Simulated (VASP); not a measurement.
# GaSb (I-4m2) in VASP: notebook

The runs below take GaSb through single point, with PBE.

All numbers are computed with VASP 6.6.1; they aren't measurements. Logs are shortened: lines on timing, memory, paths and dates and some standing lists are left out, and cuts for length are marked.

**1. The cell of the first run**

The structure is tetragonal, space group I-4m2 (No. 119). Conventional cell: a = 4.548 Å, b = 4.548 Å, c = 6.214 Å, α = 90.00°, β = 90.00°, γ = 90.00°. Within 3.6 Å of Ga (site symmetry -4m2) lie 4 Sb at 2.75 Å. Within 3.6 Å of Sb (site symmetry -4m2) lie 4 Ga at 2.75 Å.

**2. Single point, PBE (strain +0.0350 x Voigt [1, 1, 0, 0, 0, 0])**

The input, INCAR:

```
ALGO = Normal
EDIFF = 1E-6
ENCUT = 520
GGA = PE
ISIF = 2
ISMEAR = 0
LASPH = T
LCHARG = F
LREAL = F
LWAVE = F
NBANDS = 16
NELM = 100
PREC = Accurate
SIGMA = 0.15
```

The input, KPOINTS:

```
k-points
0
Gamma
  16 16 16
```

The input, POSCAR:

```
GaSb
1.0
    0.0000000000      3.2156628537      3.1069206316
    3.2156628537      0.0000000000      3.1069206316
    3.2156628537      3.2156628537      0.0000000000
Ga Sb
1 1
Direct
    0.0000000000      0.0000000000      0.0000000000
    0.7500000000      0.7500000000      0.7500000000
```

Potentials or basis: VASP PAW PBE potentials, release 64 (Ga_d, Sb).

Started as:

```bash
$ cat potpaw_PBE.64/Ga_d/POTCAR potpaw_PBE.64/Sb/POTCAR > POTCAR
$ mpirun -np 1 vasp_std > vasp.out
```

OUTCAR:

```text
EDIFF = 1E-6
   ENCUT = 520
   GGA = PE
   ISIF = 2
   ISMEAR = 0
   LASPH = T
   LREAL = F
   NELM = 100
   PREC = Accurate

 ion  position               nearest neighbor table
   1  0.000  0.000  0.000-   2 2.75   2 2.75   2 2.75   2 2.75
   2  0.750  0.750  0.750-   1 2.75   1 2.75   1 2.75   1 2.75

  LATTYP: Found a body centered tetragonal cell.
 ALAT       =     4.5476340197
 C/A-ratio  =     1.3663899153

  Lattice vectors:

 A1 = (   0.0000000000,  -3.2156628537,  -3.1069206316)
 A2 = (   0.0000000000,   3.2156628537,  -3.1069206316)
 A3 = (   3.2156628537,   0.0000000000,   3.1069206316)

Analysis of symmetry for initial positions (statically):
=====================================================================
 Subroutine PRICEL returns:
 Original cell was already a primitive cell.

 Routine SETGRP: Setting up the symmetry group for a
 body centered tetragonal supercell.

 Subroutine GETGRP returns: Found  8 space group operations
 (whereof  8 operations were pure point group operations)
 out of a pool of 16 trial point group operations.

The static configuration has the point symmetry D_2d.

Analysis of symmetry for dynamics (positions and initial velocities):
=====================================================================
 Subroutine PRICEL returns:
 Original cell was already a primitive cell.

 Routine SETGRP: Setting up the symmetry group for a
 body centered tetragonal supercell.

 Subroutine GETGRP returns: Found  8 space group operations
 (whereof  8 operations were pure point group operations)
 out of a pool of 16 trial point group operations.

The dynamic configuration has the point symmetry D_2d.

 Subroutine INISYM returns: Found  8 space group operations
 (whereof  8 operations are pure point group operations),
 and found     1 'primitive' translations

----------------------------------------------------------------------------------------

                                     Primitive cell

  volume of cell :      64.2541

  direct lattice vectors                    reciprocal lattice vectors
     0.000000000  3.215662854  3.106920632    -0.155488937  0.155488937  0.160931050
     3.215662854  0.000000000  3.106920632     0.155488937 -0.155488937  0.160931050
     3.215662854  3.215662854  0.000000000     0.155488937  0.155488937 -0.160931050
[... 76 lines left out ...]
   ISTART =      0    job   : 0-new  1-cont  2-samecut
   ICHARG =      2    charge: 1-file 2-atom 10-const
   ISPIN  =      1    spin polarized calculation?
   LNONCOLLINEAR =      F non collinear calculations
   LSORBIT =      F    spin-orbit coupling
   LASPH  =      T    aspherical Exc in radial PAW
   ENCUT  =  520.0 eV  38.22 Ry    6.18 a.u.   8.31  8.31  8.46*2*pi/ulx,y,z
   NELM   =    100;   NELMIN=  2; NELMDL= -5     # of ELM steps
   EDIFF  = 0.1E-05   stopping-criterion for ELM
   LREAL  =      F    real-space projection
   EDIFFG = 0.1E-04   stopping-criterion for IOM
   NSW    =      0    number of steps for IOM
   IBRION =     -1    ionic relax: 0-MD 1-quasi-New 2-CG
   NFREE  =      0    steps in history (QN), initial steepest desc. (CG)
   ISIF   =      2    stress and relaxation
   ISYM   =      2    0-nonsym 1-usesym 2-fastsym
   POTIM  = 0.5000    time-step for ionic-motion
   TEBEG  =    0.0;   TEEND  =   0.0 temperature during run
   PSTRESS=    0.0 pullay stress
   NELECT =      18.0000    total number of electrons
   NUPDOWN=      -1.0000    fix difference up-down
   EMIN   =  10.00;   EMAX   =-10.00  energy-range for DOS
   EFERMI =   0.00;   METHOD = LEGACY
   ISMEAR =     0;   SIGMA  =   0.15  broadening in eV -4-tet -1-fermi 0-gaus
   EFERMI_NEDOS =   21; number of points for ismear=-14 and -15
   IALGO  =     38    algorithm
   IMIX   =      4    mixing-type and parameters
     AMIX     =   0.40;   BMIX     =  1.00
     AMIX_MAG =   1.60;   BMIX_MAG =  1.00
  volume/ion in A,a.u.               =      32.13       216.80
  Fermi-wavevector in a.u.,A,eV,Ry     =   1.071187  2.024250 15.611889  1.147441
  Thomas-Fermi vector in A             =   2.206920
   LORBIT       =      0    0 simple, 1 ext, 2 COOP (PROOUT), +10 PAW based schemes
   GGA     = PE    functional components
   LHFCALC =     F    Hartree Fock is set to
   AEXX    =    0.0000 exact exchange contribution
   IVDW    =     0    specifies the selected vdW correction
   LEPSILON=     F    determine dielectric tensor
   LRPA    =     F    only Hartree local field effects (RPA)
 non-spin polarized calculation
 Gauss-broadening in eV      SIGMA  =   0.15
  energy-cutoff  :      520.00
  volume of cell :       64.25
 maximum number of plane-waves:      1759
 NGX is ok and might be reduce to    36
   NGX = 17   NGY = 17   NGZ = 17

 number of electron      18.0000010 magnetization

 Free energy of the ion-electron system (eV)
  ---------------------------------------------------
  ext. energy  EPLUGINS =         0.00000000
  ---------------------------------------------------
  free energy    TOTEN  =        -7.33218112 eV

  energy without entropy =       -7.33163958  energy(sigma->0) =       -7.33191035

 E-fermi :   3.8600     XC(G=0):  -8.5963

 val. band max:        3.7549325766   @ k =   0.0625  -0.0000   0.0000
 cond. band min:       3.8741685220   @ k =   0.0000   0.0000   0.0000
 fundamental gap:      0.1192359454
 Fermi energy:         3.8600260916

 k-point     1 :       0.0000    0.0000    0.0000
  band No.  band energies     occupation
      1     -11.0856      2.00000
      2     -11.0856      2.00000
      3     -11.0804      2.00000
      4     -11.0526      2.00000
      5     -11.0467      2.00000
      6      -6.9700      2.00000
[... 433 lines left out ...]
      3     -11.0794      2.00000
      4     -11.0526      2.00000
      5     -11.0469      2.00000
      6      -6.8793      2.00000
[... 8 lines left out ...]
     15      11.1826      0.00000
     16      11.7029      0.00000

 [... further k-points ...]
[... 5 lines left out ...]
  --------------------------------------------------------------------------------------
  -------------------------------------------------------------------------------------
  Total       -1.1955083     -1.1955083     -0.6824479      0.0000000      0.0000000      0.0000000
  in kB      -29.8100026    -29.8100026    -17.0168396      0.0000000      0.0000000      0.0000000
  external PRESSURE =     -25.5456149 kB  Pullay stress =       0.0000000 kB

 VOLUME and BASIS-vectors are now :
 -----------------------------------------------------------------------------
  energy-cutoff  :      520.00
  volume of cell :       64.25
      direct lattice vectors                 reciprocal lattice vectors
     0.000000000  3.215662854  3.106920632    -0.155488937  0.155488937  0.160931050
     3.215662854  0.000000000  3.106920632     0.155488937 -0.155488937  0.160931050
     3.215662854  3.215662854  0.000000000     0.155488937  0.155488937 -0.160931050

 POSITION                                       TOTAL-FORCE (eV/Angst)
 -----------------------------------------------------------------------------------
      0.00000      0.00000      0.00000         0.000000      0.000000     -0.000000
      4.82349      4.82349      4.66038         0.000000     -0.000000      0.000000
 -----------------------------------------------------------------------------------
    total drift:                               -0.000001     -0.000001     -0.000002

  FREE ENERGIE OF THE ION-ELECTRON SYSTEM (eV)
  ---------------------------------------------------
  free  energy   TOTEN  =        -7.3321811210 eV

  energy  without entropy=       -7.3316395758  energy(sigma->0) =       -7.33191035
```

Wall time 1.9 min (1 thread of Intel Xeon 6975P-C (Granite Rapids), shared host); peak memory 0.5 GiB.

What came out:

```yaml
Free_energy: -7.3322 eV
Pressure: -2.6 GPa
Band_gap_on_the_k_mesh: 0.12 eV, indirect (least direct gap 0.17 eV)
```

Stress tensor (GPa, compression positive):
```
-2.98  0.00  0.00
 0.00 -2.98  0.00
 0.00  0.00 -1.70
```

Caveat: the cell differs from its parent crystal (strain +0.0350 x Voigt [1, 1, 0, 0, 0, 0]); spin-orbit coupling is left out, which moves the levels of the heavy elements.

**3. Single point, PBE (strain +0.0400 x Voigt [1, 1, 0, 0, 0, 0])**

The input, INCAR:

```
PREC     = Accurate       # precision mode
ENCUT    = 520            # plane-wave cutoff, eV
EDIFF    = 1E-6           # SCF threshold, eV
ISMEAR   = 0              # smearing method
SIGMA    = 0.15           # smearing width, eV
LREAL    = False          # projectors in reciprocal space
LASPH    = True           # aspherical terms in the spheres
NELM     = 80             # most SCF steps
ALGO     = Normal         # electronic algorithm
ISIF     = 2              # what is computed and relaxed
LWAVE    = False          # write WAVECAR
LCHARG   = False          # write CHGCAR
GGA      = PE             # functional
NBANDS   = 16             # bands
```

The input, KPOINTS:

```
regular mesh
0
Gamma
  16 16 16
```

The input, POSCAR:

```
GaSb
1.0
    0.0000000000      3.2311974569      3.1069206316
    3.2311974569      0.0000000000      3.1069206316
    3.2311974569      3.2311974569      0.0000000000
Ga Sb
1 1
Direct
    0.0000000000      0.0000000000      0.0000000000
    0.7500000000      0.7500000000      0.7500000000
```

Potentials or basis: VASP PAW PBE potentials, release 64 (Ga_d, Sb).

Started as:

```bash
$ cat potpaw_PBE.64/Ga_d/POTCAR potpaw_PBE.64/Sb/POTCAR > POTCAR
$ mpirun -np 1 vasp_std > vasp.out
```

OUTCAR:

```text
PREC = Accurate
   ENCUT = 520
   EDIFF = 1E-6
   ISMEAR = 0
   LREAL = False
   LASPH = True
   NELM = 80
   ISIF = 2
   GGA = PE

 ion  position               nearest neighbor table
   1  0.000  0.000  0.000-   2 2.76   2 2.76   2 2.76   2 2.76
   2  0.750  0.750  0.750-   1 2.76   1 2.76   1 2.76   1 2.76

  LATTYP: Found a body centered tetragonal cell.
 ALAT       =     4.5696032663
 C/A-ratio  =     1.3598207330

  Lattice vectors:

 A1 = (   0.0000000000,  -3.2311974569,  -3.1069206316)
[... 626 lines left out ...]
      3     -11.1528      2.00000
      4     -11.1279      2.00000
      5     -11.1213      2.00000
      6      -6.9094      2.00000
[... 8 lines left out ...]
     15      11.0639      0.00000
     16      11.5978      0.00000

 [... further k-points ...]
[... 5 lines left out ...]
  --------------------------------------------------------------------------------------
  -------------------------------------------------------------------------------------
  Total       -1.3486640     -1.3486640     -0.7679887      0.0000000      0.0000000      0.0000000
  in kB      -33.3063622    -33.3063622    -18.9661104      0.0000000      0.0000000      0.0000000
  external PRESSURE =     -28.5262782 kB  Pullay stress =       0.0000000 kB

 VOLUME and BASIS-vectors are now :
 -----------------------------------------------------------------------------
  energy-cutoff  :      520.00
  volume of cell :       64.88
      direct lattice vectors                 reciprocal lattice vectors
     0.000000000  3.231197457  3.106920632    -0.154741394  0.154741394  0.160931050
     3.231197457  0.000000000  3.106920632     0.154741394 -0.154741394  0.160931050
     3.231197457  3.231197457  0.000000000     0.154741394  0.154741394 -0.160931050

 POSITION                                       TOTAL-FORCE (eV/Angst)
 -----------------------------------------------------------------------------------
      0.00000      0.00000      0.00000         0.000000      0.000000      0.000000
      4.84680      4.84680      4.66038        -0.000000     -0.000000     -0.000000
 -----------------------------------------------------------------------------------
    total drift:                               -0.000001     -0.000001     -0.000001

  FREE ENERGIE OF THE ION-ELECTRON SYSTEM (eV)
  ---------------------------------------------------
  free  energy   TOTEN  =        -7.3199147698 eV

  energy  without entropy=       -7.3192996839  energy(sigma->0) =       -7.31960723
```

Run time: 2 min. Hardware: 1 thread of Intel Xeon 6975P-C (Granite Rapids), shared host; peak memory 0.5 GiB.

What came out:

```yaml
Free_energy: -7.3199 eV
Pressure: -2.9 GPa
Band_gap_on_the_k_mesh: 0.13 eV, indirect (least direct gap 0.19 eV)
```

Caveat: the cell differs from its parent crystal (strain +0.0400 x Voigt [1, 1, 0, 0, 0, 0]); spin-orbit coupling is left out, which moves the levels of the heavy elements. A k mesh can miss the band edges.
